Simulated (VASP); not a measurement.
# Mo (Im-3m) in VASP: a series of runs, part 2 of 2

VASP 6.6.1. The steps go on from the part before.

### 3 Single point, PBE

INCAR reads:

```
  PREC = Accurate
  ENCUT = 520
  EDIFF = 1E-6
  ISMEAR = 1
  SIGMA = 0.2
  LREAL = F
  LASPH = T
  NELM = 60
  ALGO = Normal
  ISIF = 2
  LWAVE = F
  LCHARG = F
  GGA = PE
  NBANDS = 13
```

KPOINTS reads:

```
regular mesh
0
Gamma
  14 14 14
```

POSCAR reads:

```
Mo
1.0
   -1.5813793950      1.5813793950      1.5813793950
    1.5813793950     -1.5813793950      1.5813793950
    1.5813793950      1.5813793950     -1.5813793950
Mo
1
Direct
    0.0000000000      0.0000000000      0.0000000000
```

Potentials or basis: VASP PAW PBE potentials, release 64 (Mo_sv).

Run with:

```console
$ cat potpaw_PBE.64/Mo_sv/POTCAR > POTCAR
$ mpirun -np 1 vasp_std > vasp.out
```

OUTCAR:

```text
PREC = Accurate
   ENCUT = 520
   EDIFF = 1E-6
   ISMEAR = 1
   LREAL = F
   LASPH = T
   NELM = 60
   ISIF = 2
   GGA = PE

 ion  position               nearest neighbor table
   1  0.000  0.000  0.000-

  LATTYP: Found a body centered cubic cell.
 ALAT       =     3.1627587900

  Lattice vectors:

 A1 = (  -1.5813793950,   1.5813793950,   1.5813793950)
 A2 = (   1.5813793950,  -1.5813793950,   1.5813793950)
 A3 = (   1.5813793950,   1.5813793950,  -1.5813793950)

Analysis of symmetry for initial positions (statically):
=====================================================================
 Subroutine PRICEL returns:
 Original cell was already a primitive cell.

 Routine SETGRP: Setting up the symmetry group for a
 body centered cubic supercell.

 Subroutine GETGRP returns: Found 48 space group operations
 (whereof 48 operations were pure point group operations)
 out of a pool of 48 trial point group operations.

The static configuration has the point symmetry O_h .

Analysis of symmetry for dynamics (positions and initial velocities):
=====================================================================
 Subroutine PRICEL returns:
 Original cell was already a primitive cell.

 Routine SETGRP: Setting up the symmetry group for a
 body centered cubic supercell.

 Subroutine GETGRP returns: Found 48 space group operations
 (whereof 48 operations were pure point group operations)
 out of a pool of 48 trial point group operations.

The dynamic configuration has the point symmetry O_h .

 Subroutine INISYM returns: Found 48 space group operations
 (whereof 48 operations are pure point group operations),
 and found     1 'primitive' translations

----------------------------------------------------------------------------------------

                                     Primitive cell

  volume of cell :      15.8186

  direct lattice vectors                    reciprocal lattice vectors
    -1.581379395  1.581379395  1.581379395     0.000000000  0.316179660  0.316179660
     1.581379395 -1.581379395  1.581379395     0.316179660  0.000000000  0.316179660
     1.581379395  1.581379395 -1.581379395     0.316179660  0.316179660  0.000000000

  length of vectors
     2.739029458  2.739029458  2.739029458     0.447145564  0.447145564  0.447145564

  position of ions in fractional coordinates (direct lattice)
     0.000000000  0.000000000  0.000000000

  ion indices of the primitive-cell ions
   primitive index   ion index
                 1           1

----------------------------------------------------------------------------------------

 KPOINTS: regular mesh

Automatic generation of k-mesh.
 Grid dimensions read from file:
 generate k-points for:   14   14   14

 Generating k-lattice:

  Cartesian coordinates                     Fractional coordinates (reciprocal lattice)
     0.000000000  0.022584261  0.022584261     0.071428571  0.000000000  0.000000000
     0.022584261  0.000000000  0.022584261     0.000000000  0.071428571  0.000000000
     0.022584261  0.022584261  0.000000000     0.000000000  0.000000000  0.071428571

  Length of vectors
     0.031938969  0.031938969  0.031938969

  Shift w.r.t. Gamma in fractional coordinates (k-lattice)
     0.000000000  0.000000000  0.000000000

 Subroutine IBZKPT returns following result:
 ===========================================

 Found    104 irreducible k-points:

 Following reciprocal coordinates:
            Coordinates               Weight
  0.000000  0.000000  0.000000      1.000000
  0.071429  0.000000  0.000000     12.000000
  0.142857  0.000000  0.000000     12.000000
  0.214286  0.000000  0.000000     12.000000
  0.285714  0.000000  0.000000     12.000000
  0.357143  0.000000  0.000000     12.000000
[... 16 lines left out ...]
  0.285714  0.285714  0.000000     24.000000
  0.357143  0.285714  0.000000     24.000000
 [... further k-points ...]
   k-points           NKPTS =    104   k-points in BZ     NKDIM =    104   number of bands    NBANDS=     13
   number of dos      NEDOS =    301   number of ions     NIONS =      1
   total plane-waves  NPLWV =   8000
   dimension x,y,z NGX =    20 NGY =   20 NGZ =   20
   dimension x,y,z NGXF=    40 NGYF=   40 NGZF=   40
   ions per type =               1
   NGX,Y,Z   is equivalent  to a cutoff of  12.14, 12.14, 12.14 a.u.
   NGXF,Y,Z  is equivalent  to a cutoff of  24.28, 24.28, 24.28 a.u.
 SYSTEM =  unknown system
   PREC   = accura    normal or accurate (medium, high low for compatibility)
   ISTART =      0    job   : 0-new  1-cont  2-samecut
   ICHARG =      2    charge: 1-file 2-atom 10-const
   ISPIN  =      1    spin polarized calculation?
   LNONCOLLINEAR =      F non collinear calculations
   LSORBIT =      F    spin-orbit coupling
   LASPH  =      T    aspherical Exc in radial PAW
   ENCUT  =  520.0 eV  38.22 Ry    6.18 a.u.   5.09  5.09  5.09*2*pi/ulx,y,z
   NELM   =     60;   NELMIN=  2; NELMDL= -5     # of ELM steps
   EDIFF  = 0.1E-05   stopping-criterion for ELM
   LREAL  =      F    real-space projection
   EDIFFG = 0.1E-04   stopping-criterion for IOM
   NSW    =      0    number of steps for IOM
   IBRION =     -1    ionic relax: 0-MD 1-quasi-New 2-CG
   NFREE  =      0    steps in history (QN), initial steepest desc. (CG)
   ISIF   =      2    stress and relaxation
   ISYM   =      2    0-nonsym 1-usesym 2-fastsym
   POTIM  = 0.5000    time-step for ionic-motion
   TEBEG  =    0.0;   TEEND  =   0.0 temperature during run
   PSTRESS=    0.0 pullay stress
   NELECT =      14.0000    total number of electrons
   NUPDOWN=      -1.0000    fix difference up-down
   EMIN   =  10.00;   EMAX   =-10.00  energy-range for DOS
   EFERMI =   0.00;   METHOD = LEGACY
   ISMEAR =     1;   SIGMA  =   0.20  broadening in eV -4-tet -1-fermi 0-gaus
   EFERMI_NEDOS =   21; number of points for ismear=-14 and -15
   IALGO  =     38    algorithm
   IMIX   =      4    mixing-type and parameters
     AMIX     =   0.40;   BMIX     =  1.00
     AMIX_MAG =   1.60;   BMIX_MAG =  1.00
  volume/ion in A,a.u.               =      15.82       106.75
  Fermi-wavevector in a.u.,A,eV,Ry     =   1.571791  2.970254 33.613555  2.470527
  Thomas-Fermi vector in A             =   2.673322
   LORBIT       =      0    0 simple, 1 ext, 2 COOP (PROOUT), +10 PAW based schemes
   GGA     = PE    functional components
   LHFCALC =     F    Hartree Fock is set to
   AEXX    =    0.0000 exact exchange contribution
   IVDW    =     0    specifies the selected vdW correction
   LEPSILON=     F    determine dielectric tensor
   LRPA    =     F    only Hartree local field effects (RPA)
 non-spin polarized calculation
 Methfessel and Paxton  Order N= 1 SIGMA  =   0.20
  energy-cutoff  :      520.00
  volume of cell :       15.82
 maximum number of plane-waves:       438
   NGX = 11   NGY = 11   NGZ = 11

 number of electron      14.0000004 magnetization

 Free energy of the ion-electron system (eV)
  ---------------------------------------------------
  ext. energy  EPLUGINS =         0.00000000
  ---------------------------------------------------
  free energy    TOTEN  =       -10.92305210 eV

  energy without entropy =      -10.91889266  energy(sigma->0) =      -10.92166562

 E-fermi :  12.4413     XC(G=0): -13.3266

 val. band max:       12.4246667441   @ k =  -0.2857   0.3571   0.1429
 cond. band min:      12.4535756596   @ k =  -0.3571   0.3571   0.2857
 fundamental gap:      0.0289089155
 Fermi energy:        12.4413285666

 k-point     1 :       0.0000    0.0000    0.0000
  band No.  band energies     occupation
      1     -48.8962      2.00000
      2     -22.1882      2.00000
      3     -22.1882      2.00000
      4     -22.1882      2.00000
      5       5.2065      2.00000
      6      11.0504      2.00000
      7      11.0504      2.00000
      8      11.0504      2.00000
      9      14.0330     -0.00000
     10      14.0330     -0.00000
     11      27.2176      0.00000
     12      27.2176      0.00000
     13      27.2176      0.00000
[... 353 lines left out ...]
 k-point    24 :       0.3571    0.2857    0.0000
  band No.  band energies     occupation
      1     -48.6143      2.00000
      2     -23.2221      2.00000
      3     -23.0156      2.00000
      4     -22.3564      2.00000
      5       8.5817      2.00000
      6       9.7586      2.00000
      7      10.4962      2.00000
      8      14.2507     -0.00000
      9      14.7297     -0.00000
     10      21.6500      0.00000
     11      22.4429      0.00000
     12      23.7712      0.00000
     13      29.5126      0.00000

 [... further k-points ...]

------------------------ aborting loop because EDIFF is reached ----------------------------------------

  FORCE on cell =-STRESS in cart. coord.  units (eV):
  Direction    XX          YY          ZZ          XY          YZ          ZX
  --------------------------------------------------------------------------------------
  -------------------------------------------------------------------------------------
  Total        0.0629864      0.0629864      0.0629864      0.0000000      0.0000000     -0.0000000
  in kB        6.3795416      6.3795416      6.3795416      0.0000000      0.0000000     -0.0000000
  external PRESSURE =       6.3795416 kB  Pullay stress =       0.0000000 kB

 VOLUME and BASIS-vectors are now :
 -----------------------------------------------------------------------------
  energy-cutoff  :      520.00
  volume of cell :       15.82
      direct lattice vectors                 reciprocal lattice vectors
    -1.581379395  1.581379395  1.581379395     0.000000000  0.316179660  0.316179660
     1.581379395 -1.581379395  1.581379395     0.316179660  0.000000000  0.316179660
     1.581379395  1.581379395 -1.581379395     0.316179660  0.316179660  0.000000000

 POSITION                                       TOTAL-FORCE (eV/Angst)
 -----------------------------------------------------------------------------------
      0.00000      0.00000      0.00000        -0.000000      0.000000     -0.000000
 -----------------------------------------------------------------------------------
    total drift:                                0.000000      0.000000      0.000000

  FREE ENERGIE OF THE ION-ELECTRON SYSTEM (eV)
  ---------------------------------------------------
  free  energy   TOTEN  =       -10.9230520991 eV

  energy  without entropy=      -10.9188926646  energy(sigma->0) =      -10.92166562
```

stdout:

```text
POSCAR found type information on POSCAR Mo
 POSCAR found :  1 types and       1 ions
 scaLAPACK will be used
 LDA part: xc-table for (Slater+PW92), standard interpolation
 POSCAR, INCAR and KPOINTS ok, starting setup
 FFT: planning ... GRIDC
 FFT: planning ... GRID_SOFT
 FFT: planning ... GRID
 WAVECAR not read
 entering main loop
```

It took 13 s on 1 thread of Intel Xeon 6975P-C, shared host; peak memory 0.13 GiB.

What came out:

```
Free energy            : -10.9231 eV
Pressure               : 0.6 GPa
Band gap on the k mesh : zero (band 7 reaches 16.30 eV, above the bottom of band 8 at 11.05 eV)
```

### 4 Single point, PBE

INCAR reads:

```
  ALGO = Normal
  EDIFF = 1E-6
  ENCUT = 520
  GGA = PE
  ISIF = 2
  ISMEAR = -1
  LASPH = T
  LCHARG = F
  LREAL = F
  LWAVE = F
  NBANDS = 13
  NELM = 80
  PREC = Accurate
  SIGMA = 0.1
```

KPOINTS reads:

```
k-points
0
Gamma
  14 14 14
```

POSCAR is that of step 3.

Potentials or basis: VASP PAW PBE potentials, release 64 (Mo_sv).

Run with:

```console
$ cat potpaw_PBE.64/Mo_sv/POTCAR > POTCAR
$ mpirun -np 1 vasp_std > vasp.out
```

OUTCAR:

```text
EDIFF = 1E-6
   ENCUT = 520
   GGA = PE
   ISIF = 2
   ISMEAR = -1
   LASPH = T
   LREAL = F
   NELM = 80
   PREC = Accurate

 ion  position               nearest neighbor table
   1  0.000  0.000  0.000-

  LATTYP: Found a body centered cubic cell.
 ALAT       =     3.1627587900

  Lattice vectors:

 A1 = (  -1.5813793950,   1.5813793950,   1.5813793950)
 A2 = (   1.5813793950,  -1.5813793950,   1.5813793950)
[... 561 lines left out ...]
     12      23.7751      0.00000
     13      29.5139      0.00000

 [... further k-points ...]

------------------------ aborting loop because EDIFF is reached ----------------------------------------

  FORCE on cell =-STRESS in cart. coord.  units (eV):
  Direction    XX          YY          ZZ          XY          YZ          ZX
  --------------------------------------------------------------------------------------
  -------------------------------------------------------------------------------------
  Total        0.0501695      0.0501695      0.0501695     -0.0000000     -0.0000000      0.0000000
  in kB        5.0813833      5.0813833      5.0813833     -0.0000000     -0.0000000      0.0000000
  external PRESSURE =       5.0813833 kB  Pullay stress =       0.0000000 kB

 VOLUME and BASIS-vectors are now :
 -----------------------------------------------------------------------------
  energy-cutoff  :      520.00
  volume of cell :       15.82
      direct lattice vectors                 reciprocal lattice vectors
    -1.581379395  1.581379395  1.581379395     0.000000000  0.316179660  0.316179660
     1.581379395 -1.581379395  1.581379395     0.316179660  0.000000000  0.316179660
     1.581379395  1.581379395 -1.581379395     0.316179660  0.316179660  0.000000000

 POSITION                                       TOTAL-FORCE (eV/Angst)
 -----------------------------------------------------------------------------------
      0.00000      0.00000      0.00000         0.000000      0.000000     -0.000000
 -----------------------------------------------------------------------------------
    total drift:                                0.000000     -0.000000      0.000000

  FREE ENERGIE OF THE ION-ELECTRON SYSTEM (eV)
  ---------------------------------------------------
  free  energy   TOTEN  =       -10.9383786741 eV

  energy  without entropy=      -10.9101056655  energy(sigma->0) =      -10.92424217
```

stdout:

```text
POSCAR found type information on POSCAR Mo
 POSCAR found :  1 types and       1 ions
 scaLAPACK will be used
 LDA part: xc-table for (Slater+PW92), standard interpolation
 POSCAR, INCAR and KPOINTS ok, starting setup
 FFT: planning ... GRIDC
 FFT: planning ... GRID_SOFT
 FFT: planning ... GRID
 WAVECAR not read
 entering main loop
```

It took 10 s on 1 thread of Intel Xeon Platinum 8488C (Sapphire Rapids), shared host; peak memory 0.13 GiB.

What came out:

| Item | Value |
| --- | --- |
| Free energy | -10.9384 eV |
| Pressure | 0.5 GPa |
| Band gap on the k mesh | zero (band 7 reaches 16.31 eV, above the bottom of band 8 at 11.06 eV) |

Levels at points of the mesh, in eV from the Fermi level:
```tsv
k point	band 4	band 5	band 6	band 7	band 8	band 9	band 10	band 11
(0.00, 0.00, 0.00)	-34.60	-7.22	-1.37	-1.37	-1.37	1.61	1.61	14.79
(0.50, 0.00, 0.00)	-34.61	-5.28	-3.37	1.56	1.63	2.25	4.63	11.44
(0.50, 0.50, 0.50)	-35.53	-5.37	-5.37	3.88	3.88	3.88	8.95	8.95
```

### 5 Summary

| smearing | gap on the mesh (eV) | pressure (GPa) |
| --- | --- | --- |
| methfessel-paxton 0.1 eV | none | 0.7 |
| methfessel-paxton 0.2 eV | none | 0.6 |
| fermi-dirac 0.1 eV | none | 0.5 |

Alike in all rows: task single point; level PBE; potentials or basis VASP PAW PBE potentials, release 64 (Mo_sv); no spin polarisation; cell as given; k mesh 14 × 14 × 14; cutoff (eV) 520.

Every run on the cell as given and a fine mesh finds a metal.

Total energies depend on the potentials used, so only differences within one code and one set of settings carry meaning.
